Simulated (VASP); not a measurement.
A run of VASP 6.6.1 is set up as follows.

INCAR

```
  PREC = Accurate
  ENCUT = 520
  EDIFF = 1E-6
  ISMEAR = -1
  SIGMA = 0.03
  LREAL = False
  LASPH = True
  NELM = 100
  ALGO = Normal
  ISIF = 2
  LWAVE = False
  LCHARG = False
  GGA = PS
  NBANDS = 33
```

KPOINTS

```
regular mesh
0
Gamma
  6 6 2
```

POSCAR

```
MgPb2Se3
1.0
    4.1564162945      0.0000000000      0.0000000000
   -2.0782081473      3.5995620998      0.0000000000
    0.0000000000      0.0000000000     10.3187604067
Mg Pb Se
1 2 3
Direct
    0.0000000000      0.0000000000      0.0000000000
    0.3333333333      0.6666666667      0.6773169132
    0.6666666667      0.3333333333      0.3226830868
    0.3333333333      0.6666666667      0.1396076121
    0.6666666667      0.3333333333      0.8603923879
    0.0000000000      0.0000000000      0.5000000000
```

Potentials or basis: VASP PAW PBE potentials, release 64 (Mg, Pb_d, Se).

Run with:

```console
$ cat potpaw_PBE.64/Mg/POTCAR potpaw_PBE.64/Pb_d/POTCAR potpaw_PBE.64/Se/POTCAR > POTCAR
$ mpirun -np 1 vasp_std > vasp.out
```

(1) What does it give for the largest force?

(2) Estimate the band gap on the k mesh.

(3) What does it give for the pressure?

Answers

(1) 0.018 eV/Å.

(2) 0.30 eV, indirect (least direct gap 0.44 eV).

(3) 0.0 GPa.

Caveat: the PAW data sets were made with another functional, which shifts forces and pressure a little; spin-orbit coupling is left out, which moves the levels of the heavy elements.
